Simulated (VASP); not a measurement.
# C: single point with PBEsol

Crystal: C.

```
CELL_PARAMETERS angstrom
1.25340 0.72365 10.31622
-1.25340 0.72365 10.31622
0.00000 -1.44730 10.31622
ATOMIC_POSITIONS crystal
C 0.02482 0.02482 0.02482
C 0.97518 0.97518 0.97518
C 0.10869 0.10869 0.10869
C 0.89131 0.89131 0.89131
C 0.15837 0.15837 0.15837
C 0.84163 0.84163 0.84163
C 0.37486 0.37486 0.37486
C 0.62514 0.62514 0.62514
C 0.42532 0.42532 0.42532
C 0.57468 0.57468 0.57468
```

- Program: VASP 6.6.1
- Task: single point
- Functional: PBEsol
- Potentials or basis: VASP PAW PBE potentials, release 64 (C)
- Cutoff: 520 eV
- k mesh: 12 × 12 × 12
- Occupations: gaussian, width 0.05 eV
- Spin: no spin polarisation
- Dipole correction: no
- Further INCAR settings: ALGO = Normal; EDIFF = 1e-06; NBANDS = 31

The pressure is 1.1 GPa. The largest force is 0.005 eV/Å and the band gap on the k mesh is 4.38 eV (least direct gap 5.32 eV).

Forces on the atoms (eV/Å):
```
C    0.000  0.000 -0.001
C    0.000  0.000  0.001
C    0.000  0.000  0.001
C    0.000  0.000 -0.001
C    0.000  0.000 -0.001
C    0.000  0.000  0.001
C    0.000  0.000  0.005
C    0.000  0.000 -0.005
C    0.000  0.000 -0.005
C    0.000  0.000  0.005
```

Levels at points of the mesh, in eV from the valence-band top:
```csv
k point,band 18,band 19,band 20,band 21,band 22,band 23
"(0.00, 0.00, 0.00)",-0.19,0.00,0.00,5.32,5.32,5.47
"(0.50, 0.00, 0.00)",-4.48,-3.62,-2.97,4.72,4.72,6.13
"(0.50, 0.50, 0.00)",-4.16,-3.46,-3.45,4.50,5.35,5.41
"(0.50, 0.50, 0.50)",-0.48,-0.43,-0.43,5.81,5.81,5.92
```

It took 34 min on 1 thread of Intel(R) Xeon(R) 6975P-C (Granite Rapids) (shared host), peak memory 0.96 GiB.

Caveat: the PAW data sets were made with another functional, which shifts forces and pressure a little. A k mesh can miss the band edges.
